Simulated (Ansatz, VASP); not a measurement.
**Te2Mo: VASP beside Ansatz**

```
CELL_PARAMETERS angstrom
3.31929 0.00000 0.00000
-1.65965 2.87459 0.00000
0.00000 0.00000 14.70897
ATOMIC_POSITIONS crystal
Te 0.33333 0.66667 0.62113
Te 0.66667 0.33333 0.12113
Te 0.33333 0.66667 0.87887
Te 0.66667 0.33333 0.37887
Mo 0.33333 0.66667 0.25000
Mo 0.66667 0.33333 0.75000
```

Change from the starting cell: strain -0.050 along x and y, +0.050 along z, atoms carried along.

Alike in both runs: task single point; functional PBEsol; k mesh 12 × 12 × 2; occupations gaussian, width 0.05 eV; no spin polarisation.

```csv
,VASP,Ansatz
version,VASP 6.6.1,Ansatz 0.2.0
potentials or method,"VASP PAW PBE potentials, release 64 (Te, Mo_sv), cutoff 520 eV","scalar-relativistic, plane waves, PAW"
valence electrons in the cell,52,92
```

Ansatz gave:

* gap on the k mesh at the Fermi level (eV): 0.27
* least direct gap on the mesh (eV): 0.83
* pressure (GPa): 4.8
* traceless stress, the component that is largest in VASP (GPa): -7.36
* rms of the force components (eV/Å): 0.108

Q: Estimate VASP's values.

A: gap on the k mesh at the Fermi level (eV): 0.27; least direct gap on the mesh (eV): 0.84; pressure (GPa): 5.0; traceless stress, the component that is largest in VASP (GPa): -7.30; rms of the force components (eV/Å): 0.095.

VASP's potentials were made for PBE, not for PBEsol. Atom by atom the forces differ by 0.013 eV/Å (rms over components). The functional is the same, so the differences come from potentials, cutoffs and numerics. VASP's potentials hold 52 valence electrons a cell and Ansatz's 92, so a difference there can come from the potentials and not from the codes.

Spin-orbit coupling is off throughout.
